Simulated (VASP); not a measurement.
**GaP: single point with PBEsol**

The system is GaP.

```
Ga P
1.0
     0.00000    2.72525    2.72525
     2.72525    0.00000    2.72525
     2.72525    2.72525    0.00000
Ga P
1 1
Direct
  0.00000 0.00000 0.00000
  0.25000 0.25000 0.25000
```

* Program: VASP 6.6.1
* Task: single point
* Functional: PBEsol
* Potentials or basis: VASP PAW PBE potentials, release 64 (Ga_d, P)
* Cutoff: 520 eV
* k mesh: 4 × 4 × 4
* Occupations: gaussian, width 0.01 eV
* Spin: no spin polarisation

| Item | Value |
| --- | --- |
| Pressure | -0.2 GPa |
| Band gap on the k mesh | 1.48 eV, indirect (least direct gap 1.74 eV) |

Levels at points of the mesh, in eV from the valence-band top:
| k point | band 5 | band 6 | band 7 | band 8 | band 9 | band 10 | band 11 | band 12 | band 13 | band 14 |
| --- | --- | --- | --- | --- | --- | --- | --- | --- | --- | --- |
| (0.00, 0.00, 0.00) | -14.49 | -12.53 | 0.00 | 0.00 | 0.00 | 1.74 | 3.79 | 3.79 | 3.79 | 8.54 |
| (0.50, 0.00, 0.00) | -14.48 | -10.44 | -6.72 | -1.14 | -1.14 | 1.56 | 4.62 | 4.62 | 8.06 | 10.73 |
| (0.50, 0.50, 0.00) | -14.47 | -9.52 | -6.83 | -2.73 | -2.73 | 1.48 | 1.69 | 10.53 | 10.53 | 11.08 |

It took 18 s on 1 thread of Intel Xeon 8259CL (shared host), peak memory 0.16 GiB.

Caveat: the k points lie up to 0.50 Å⁻¹ apart; the PAW data sets were made with another functional, which shifts forces and pressure a little. A k mesh can miss the band edges.
